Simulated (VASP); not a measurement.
## MgO: single point with PBEsol

Crystal: MgO.

```
CELL_PARAMETERS angstrom
3.30347 0.00000 0.00000
-1.65173 2.86089 0.00000
0.00000 0.00000 5.01939
ATOMIC_POSITIONS crystal
Mg 0.32244 0.66667 0.00366
Mg 0.67756 0.33333 0.50366
O 0.34344 0.66667 0.40094
O 0.65656 0.33333 0.90094
```

This cell differs from its parent crystal: mode 4 frozen in at -0.036 Å and mode 5 at -0.000 Å (largest displacements).

```
Program             : VASP 6.6.1
Task                : single point
Functional          : PBEsol
Potentials or basis : VASP PAW PBE potentials, release 64 (Mg, O)
Cutoff              : 520 eV
k mesh              : 9 × 9 × 6
Occupations         : gaussian, width 0.05 eV
Spin                : no spin polarisation
```

The pressure is -0.3 GPa. The largest force is 0.119 eV/Å. The band gap on the k mesh is 3.35 eV, direct.

Forces on the atoms (eV/Å):
```
Mg   0.119  0.004  0.010
Mg  -0.119 -0.004  0.010
O   -0.072  0.002 -0.010
O    0.072 -0.002 -0.010
```

Stress tensor (GPa, compression positive):
```
-0.40  0.03  0.00
 0.03 -0.33  0.00
 0.00  0.00 -0.28
```

Levels at points of the mesh, in eV from the valence-band top:
| k point | band 4 | band 5 | band 6 | band 7 | band 8 | band 9 | band 10 | band 11 | band 12 | band 13 |
| --- | --- | --- | --- | --- | --- | --- | --- | --- | --- | --- |
| (0.00, 0.00, 0.00) | -0.76 | -0.72 | -0.44 | -0.38 | 0.00 | 3.35 | 8.38 | 10.15 | 13.92 | 14.12 |
| (0.00, 0.00, 0.50) | -2.04 | -0.58 | -0.58 | -0.57 | -0.57 | 5.85 | 5.85 | 13.01 | 13.01 | 14.49 |

Run time: 2.9 min on 1 thread of Intel Xeon 8259CL (shared host), peak memory 0.26 GiB.

Caveat: the cell differs from its parent crystal (mode 4 frozen in at -0.036 Å and mode 5 at -0.000 Å (largest displacements)); the PAW data sets were made with another functional, which shifts forces and pressure a little. A k mesh can miss the band edges.
